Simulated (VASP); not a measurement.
# Ba (Pm-3m) in VASP: a series of runs

The runs below take Ba through single point, with PBEsol.

Everything below comes from runs of VASP 6.6.1. Logs are shortened: lines on timing, memory, paths and dates and some standing lists are left out, and cuts for length are marked.

## Step 1: The cell of the first run

The structure is cubic, space group Pm-3m (No. 221). Conventional cell: a = 3.969 Å, b = 3.969 Å, c = 3.969 Å, α = 90.00°, β = 90.00°, γ = 90.00°. Ba (site symmetry m-3m) has 6 Ba at 3.97 Å within 5.2 Å.

This isn't the form of Ba at room conditions, which is bcc.

## Step 2: Single point, PBEsol

INCAR

```
SYSTEM = Ba
ALGO = Normal
EDIFF = 1E-7
ENCUT = 520
GGA = PS
ISIF = 2
ISMEAR = 1
LASPH = .True.
LCHARG = .False.
LREAL = .False.
LWAVE = .False.
NBANDS = 11
NELM = 60
PREC = Accurate
SIGMA = 0.1
```

KPOINTS

```
k-points
0
Gamma
  6 6 6
  0 0 0
```

POSCAR

```
Ba
1.0
    3.9692723672      0.0000000000      0.0000000000
    0.0000000000      3.9692723672      0.0000000000
    0.0000000000      0.0000000000      3.9692723672
Ba
1
Direct
    0.0000000000      0.0000000000      0.0000000000
```

Potentials or basis: VASP PAW PBE potentials, release 64 (Ba_sv).

Run with:

```console
> cat potpaw_PBE.64/Ba_sv/POTCAR > POTCAR
> mpirun -np 1 vasp_std > vasp.out
```

OUTCAR:

```text
SYSTEM = Ba
   EDIFF = 1E-7
   ENCUT = 520
   GGA = PS
   ISIF = 2
   ISMEAR = 1
   LASPH = .True.
   LREAL = .False.
   NELM = 60
   PREC = Accurate

 ion  position               nearest neighbor table
   1  0.000  0.000  0.000-

  LATTYP: Found a simple cubic cell.
 ALAT       =     3.9692723672

  Lattice vectors:

 A1 = (   3.9692723672,   0.0000000000,   0.0000000000)
 A2 = (   0.0000000000,   3.9692723672,   0.0000000000)
 A3 = (   0.0000000000,   0.0000000000,   3.9692723672)

Analysis of symmetry for initial positions (statically):
=====================================================================
 Subroutine PRICEL returns:
 Original cell was already a primitive cell.

 Routine SETGRP: Setting up the symmetry group for a
 simple cubic supercell.

 Subroutine GETGRP returns: Found 48 space group operations
 (whereof 48 operations were pure point group operations)
 out of a pool of 48 trial point group operations.

The static configuration has the point symmetry O_h .

Analysis of symmetry for dynamics (positions and initial velocities):
=====================================================================
 Subroutine PRICEL returns:
 Original cell was already a primitive cell.

 Routine SETGRP: Setting up the symmetry group for a
 simple cubic supercell.

 Subroutine GETGRP returns: Found 48 space group operations
 (whereof 48 operations were pure point group operations)
 out of a pool of 48 trial point group operations.

The dynamic configuration has the point symmetry O_h .

 Subroutine INISYM returns: Found 48 space group operations
 (whereof 48 operations are pure point group operations),
 and found     1 'primitive' translations

----------------------------------------------------------------------------------------

                                     Primitive cell

  volume of cell :      62.5364

  direct lattice vectors                    reciprocal lattice vectors
     3.969272367  0.000000000  0.000000000     0.251935344  0.000000000  0.000000000
     0.000000000  3.969272367  0.000000000     0.000000000  0.251935344  0.000000000
     0.000000000  0.000000000  3.969272367     0.000000000  0.000000000  0.251935344

  length of vectors
     3.969272367  3.969272367  3.969272367     0.251935344  0.251935344  0.251935344

  position of ions in fractional coordinates (direct lattice)
     0.000000000  0.000000000  0.000000000

  ion indices of the primitive-cell ions
   primitive index   ion index
                 1           1

----------------------------------------------------------------------------------------

 KPOINTS: k-points

Automatic generation of k-mesh.
 Grid dimensions read from file:
 generate k-points for:    6    6    6

 Generating k-lattice:

  Cartesian coordinates                     Fractional coordinates (reciprocal lattice)
     0.041989224  0.000000000  0.000000000     0.166666667  0.000000000  0.000000000
     0.000000000  0.041989224  0.000000000     0.000000000  0.166666667  0.000000000
     0.000000000  0.000000000  0.041989224     0.000000000  0.000000000  0.166666667

  Length of vectors
     0.041989224  0.041989224  0.041989224

  Shift w.r.t. Gamma in fractional coordinates (k-lattice)
     0.000000000  0.000000000  0.000000000

 Subroutine IBZKPT returns following result:
 ===========================================

 Found     20 irreducible k-points:

 Following reciprocal coordinates:
            Coordinates               Weight
  0.000000  0.000000  0.000000      1.000000
  0.166667  0.000000  0.000000      6.000000
  0.333333  0.000000  0.000000      6.000000
  0.500000  0.000000  0.000000      3.000000
  0.166667  0.166667  0.000000     12.000000
  0.333333  0.166667  0.000000     24.000000
[... 12 lines left out ...]
  0.500000  0.500000  0.333333      6.000000
  0.500000  0.500000  0.500000      1.000000
   k-points           NKPTS =     20   k-points in BZ     NKDIM =     20   number of bands    NBANDS=     11
   number of dos      NEDOS =    301   number of ions     NIONS =      1
   total plane-waves  NPLWV =  27000
   dimension x,y,z NGX =    30 NGY =   30 NGZ =   30
   dimension x,y,z NGXF=    60 NGYF=   60 NGZF=   60
   ions per type =               1
   NGX,Y,Z   is equivalent  to a cutoff of  12.56, 12.56, 12.56 a.u.
   NGXF,Y,Z  is equivalent  to a cutoff of  25.13, 25.13, 25.13 a.u.
 SYSTEM =  Ba
   PREC   = accura    normal or accurate (medium, high low for compatibility)
   ISTART =      0    job   : 0-new  1-cont  2-samecut
   ICHARG =      2    charge: 1-file 2-atom 10-const
   ISPIN  =      1    spin polarized calculation?
   LNONCOLLINEAR =      F non collinear calculations
   LSORBIT =      F    spin-orbit coupling
   LASPH  =      T    aspherical Exc in radial PAW
   ENCUT  =  520.0 eV  38.22 Ry    6.18 a.u.   7.38  7.38  7.38*2*pi/ulx,y,z
   NELM   =     60;   NELMIN=  2; NELMDL= -5     # of ELM steps
   EDIFF  = 0.1E-06   stopping-criterion for ELM
   LREAL  =      F    real-space projection
   EDIFFG = 0.1E-05   stopping-criterion for IOM
   NSW    =      0    number of steps for IOM
   IBRION =     -1    ionic relax: 0-MD 1-quasi-New 2-CG
   NFREE  =      0    steps in history (QN), initial steepest desc. (CG)
   ISIF   =      2    stress and relaxation
   ISYM   =      2    0-nonsym 1-usesym 2-fastsym
   POTIM  = 0.5000    time-step for ionic-motion
   TEBEG  =    0.0;   TEEND  =   0.0 temperature during run
   PSTRESS=    0.0 pullay stress
   NELECT =      10.0000    total number of electrons
   NUPDOWN=      -1.0000    fix difference up-down
   EMIN   =  10.00;   EMAX   =-10.00  energy-range for DOS
   EFERMI =   0.00;   METHOD = LEGACY
   ISMEAR =     1;   SIGMA  =   0.10  broadening in eV -4-tet -1-fermi 0-gaus
   EFERMI_NEDOS =   21; number of points for ismear=-14 and -15
   IALGO  =     38    algorithm
   IMIX   =      4    mixing-type and parameters
     AMIX     =   0.40;   BMIX     =  1.00
     AMIX_MAG =   1.60;   BMIX_MAG =  1.00
  volume/ion in A,a.u.               =      62.54       422.02
  Fermi-wavevector in a.u.,A,eV,Ry     =   0.888581  1.679176 10.742848  0.789577
  Thomas-Fermi vector in A             =   2.010030
   LORBIT       =      0    0 simple, 1 ext, 2 COOP (PROOUT), +10 PAW based schemes
   GGA     = PS    functional components
   LHFCALC =     F    Hartree Fock is set to
   AEXX    =    0.0000 exact exchange contribution
   IVDW    =     0    specifies the selected vdW correction
   LEPSILON=     F    determine dielectric tensor
   LRPA    =     F    only Hartree local field effects (RPA)
 non-spin polarized calculation
 Methfessel and Paxton  Order N= 1 SIGMA  =   0.10
  energy-cutoff  :      520.00
  volume of cell :       62.54
 maximum number of plane-waves:      1743
 NGX is ok and might be reduce to    30
   NGX = 15   NGY = 15   NGZ = 15

 number of electron      10.0000000 magnetization

 number of electron       9.9999999 magnetization

 Free energy of the ion-electron system (eV)
  ---------------------------------------------------
  ext. energy  EPLUGINS =         0.00000000
  ---------------------------------------------------
  free energy    TOTEN  =        -1.82466152 eV

  energy without entropy =       -1.82463440  energy(sigma->0) =       -1.82465248

 E-fermi :   1.5996     XC(G=0):  -7.5107

 val. band max:        1.5836227603   @ k =   0.5000   0.1667   0.1667
 cond. band min:       1.6375944654   @ k =   0.1667   0.0000   0.0000
 fundamental gap:      0.0539717050
 Fermi energy:         1.5995639885

 k-point     1 :       0.0000    0.0000    0.0000
  band No.  band energies     occupation
      1     -27.6329      2.00000
      2     -12.4622      2.00000
      3     -12.4622      2.00000
      4     -12.4622      2.00000
      5      -1.1089      2.00000
      6       1.5148      2.00229
      7       1.5148      2.00229
      8       6.3226      0.00000
      9       6.3226      0.00000
     10       6.3226      0.00000
     11       8.9902      0.00000

 k-point     2 :       0.1667    0.0000    0.0000
  band No.  band energies     occupation
      1     -27.6189      2.00000
      2     -12.6475      2.00000
      3     -12.4462      2.00000
      4     -12.4462      2.00000
      5      -0.7218      2.00000
      6       1.6376      0.40502
      7       1.9111     -0.00010
      8       5.4870      0.00000
      9       5.4870      0.00000
     10       6.3836      0.00000
     11       7.7217      0.00000

 k-point     3 :       0.3333    0.0000    0.0000
  band No.  band energies     occupation
      1     -27.5907      2.00000
      2     -12.9920      2.00000
      3     -12.4140      2.00000
      4     -12.4140      2.00000
      5       0.1297      2.00000
      6       1.9154     -0.00007
      7       2.4668     -0.00000
      8       4.4788      0.00000
      9       4.4788      0.00000
     10       6.5120      0.00000
     11       7.0996      0.00000

 k-point     4 :       0.5000    0.0000    0.0000
  band No.  band energies     occupation
      1     -27.5765      2.00000
      2     -13.1531      2.00000
      3     -12.3977      2.00000
      4     -12.3977      2.00000
      5       0.7390      2.00000
      6       2.0759     -0.00000
      7       2.2705     -0.00000
      8       4.1006      0.00000
      9       4.1006      0.00000
     10       6.5796      0.00000
     11       8.1966      0.00000

 k-point     5 :       0.1667    0.1667    0.0000
  band No.  band energies     occupation
      1     -27.6050      2.00000
      2     -12.6380      2.00000
      3     -12.6200      2.00000
      4     -12.4305      2.00000
      5      -0.3418      2.00000
      6       1.8784     -0.00058
      7       2.1909     -0.00000
      8       4.5747      0.00000
      9       5.4219      0.00000
     10       5.7660      0.00000
     11       8.5029      0.00000
[... 155 lines left out ...]
 k-point    17 :       0.3333    0.3333    0.3333
  band No.  band energies     occupation
      1     -27.5090      2.00000
      2     -12.8722      2.00000
      3     -12.8511      2.00000
      4     -12.8511      2.00000
      5       1.2993      2.00018
      6       2.2730     -0.00000
      7       2.2730     -0.00000
      8       4.8767      0.00000
      9       4.8767      0.00000
     10       5.0899      0.00000
     11       7.5850      0.00000

 k-point    18 :       0.5000    0.3333    0.3333
  band No.  band energies     occupation
      1     -27.4954      2.00000
      2     -13.0088      2.00000
      3     -12.8429      2.00000
      4     -12.8296      2.00000
      5       1.2841      2.00008
      6       1.9052     -0.00014
      7       2.1952     -0.00000
      8       4.9455      0.00000
      9       5.1393      0.00000
     10       6.9312      0.00000
     11       7.2560      0.00000

 k-point    19 :       0.5000    0.5000    0.3333
  band No.  band energies     occupation
      1     -27.4818      2.00000
      2     -12.9851      2.00000
      3     -12.9851      2.00000
      4     -12.8148      2.00000
      5       1.1640      2.00000
      6       1.8736     -0.00074
      7       1.8736     -0.00074
      8       5.1217      0.00000
      9       6.2286      0.00000
     10       7.6030      0.00000
     11       7.6030      0.00000

 k-point    20 :       0.5000    0.5000    0.5000
  band No.  band energies     occupation
      1     -27.4684      2.00000
      2     -12.9620      2.00000
      3     -12.9620      2.00000
      4     -12.9620      2.00000
      5       1.4661      2.06770
      6       1.4661      2.06770
      7       1.4661      2.06770
      8       5.4469      0.00000
      9       7.9381      0.00000
     10       7.9423      0.00000
     11       8.0220      0.00000

------------------------ aborting loop because EDIFF is reached ----------------------------------------

  FORCE on cell =-STRESS in cart. coord.  units (eV):
  Direction    XX          YY          ZZ          XY          YZ          ZX
  --------------------------------------------------------------------------------------
  -------------------------------------------------------------------------------------
  Total       -0.3454488     -0.3454488     -0.3454488     -0.0000000      0.0000000      0.0000000
  in kB       -8.8503734     -8.8503734     -8.8503734     -0.0000000      0.0000000      0.0000000
  external PRESSURE =      -8.8503734 kB  Pullay stress =       0.0000000 kB

 VOLUME and BASIS-vectors are now :
 -----------------------------------------------------------------------------
  energy-cutoff  :      520.00
  volume of cell :       62.54
      direct lattice vectors                 reciprocal lattice vectors
     3.969272367  0.000000000  0.000000000     0.251935344  0.000000000  0.000000000
     0.000000000  3.969272367  0.000000000     0.000000000  0.251935344  0.000000000
     0.000000000  0.000000000  3.969272367     0.000000000  0.000000000  0.251935344

 POSITION                                       TOTAL-FORCE (eV/Angst)
 -----------------------------------------------------------------------------------
      0.00000      0.00000      0.00000         0.000000      0.000000      0.000000
 -----------------------------------------------------------------------------------
    total drift:                                0.000000      0.000000     -0.000000

  FREE ENERGIE OF THE ION-ELECTRON SYSTEM (eV)
  ---------------------------------------------------
  free  energy   TOTEN  =        -1.8246615225 eV

  energy  without entropy=       -1.8246344000  energy(sigma->0) =       -1.82465248
```

Run time: 16 s. Hardware: 1 thread of Intel Xeon 8259CL, shared host; peak memory 0.17 GiB.

What came out:

| Item | Value |
| --- | --- |
| Free energy | -1.8247 eV |
| Pressure | -0.9 GPa |
| Band gap on the k mesh | zero (bands 5 and 6 overlap by 0.12 eV) |

Levels at points of the mesh, in eV from the Fermi level:
```
           k point  band 1  band 2  band 3  band 4  band 5  band 6  band 7  band 8  band 9  band 10
(0.00, 0.00, 0.00)  -29.23  -14.06  -14.06  -14.06   -2.71   -0.08   -0.08    4.72    4.72     4.72
(0.50, 0.00, 0.00)  -29.18  -14.75  -14.00  -14.00   -0.86    0.48    0.67    2.50    2.50     4.98
(0.50, 0.50, 0.00)  -29.12  -14.65  -14.65  -13.94   -1.07    0.53    2.99    2.99    3.19     3.19
(0.50, 0.50, 0.50)  -29.07  -14.56  -14.56  -14.56   -0.13   -0.13   -0.13    3.85    6.34     6.34
```

Caveat: the PAW data sets were made with another functional, which shifts forces and pressure a little; spin-orbit coupling is left out, which moves the levels of the heavy elements.

## Step 3: Single point, PBEsol

This run uses another cell than the first one, of 64.34 Å³/atom.

INCAR

```
PREC = Accurate
ENCUT = 520
EDIFF = 1E-7
ISMEAR = 1
SIGMA = 0.1
LREAL = F
LASPH = T
NELM = 60
ALGO = Normal
ISIF = 2
LWAVE = F
LCHARG = F
GGA = PS
NBANDS = 11
```

KPOINTS

```
regular mesh
0
Gamma
  6 6 6
```

POSCAR

```
Ba
1.0
    4.0070772364      0.0000000000      0.0000000000
    0.0000000000      4.0070772364      0.0000000000
    0.0000000000      0.0000000000      4.0070772364
Ba
1
Direct
    0.0000000000      0.0000000000      0.0000000000
```

Potentials or basis: VASP PAW PBE potentials, release 64 (Ba_sv).

Run with:

```console
> cat potpaw_PBE.64/Ba_sv/POTCAR > POTCAR
> mpirun -np 1 vasp_std > vasp.out
```

It took 17 s on 1 thread of Intel Xeon 8259CL, shared host; peak memory 0.17 GiB.

Results (log left out):

```
Free energy            : -1.8140 eV
Pressure               : -1.0 GPa
Band gap on the k mesh : zero (bands 5 and 6 overlap by 0.09 eV)
```

Levels at points of the mesh, in eV from the Fermi level:
```tsv
k point	band 3	band 4	band 5	band 6	band 7	band 8
(0.00, 0.00, 0.00)	-14.11	-14.11	-2.69	-0.06	-0.06	4.60
(0.50, 0.00, 0.00)	-14.05	-14.05	-0.87	0.49	0.62	2.46
(0.50, 0.50, 0.00)	-14.66	-14.00	-1.01	0.50	2.92	2.92
(0.50, 0.50, 0.50)	-14.57	-14.57	-0.10	-0.10	-0.10	3.83
```

Caveat: the PAW data sets were made with another functional, which shifts forces and pressure a little; spin-orbit coupling is left out, which moves the levels of the heavy elements.
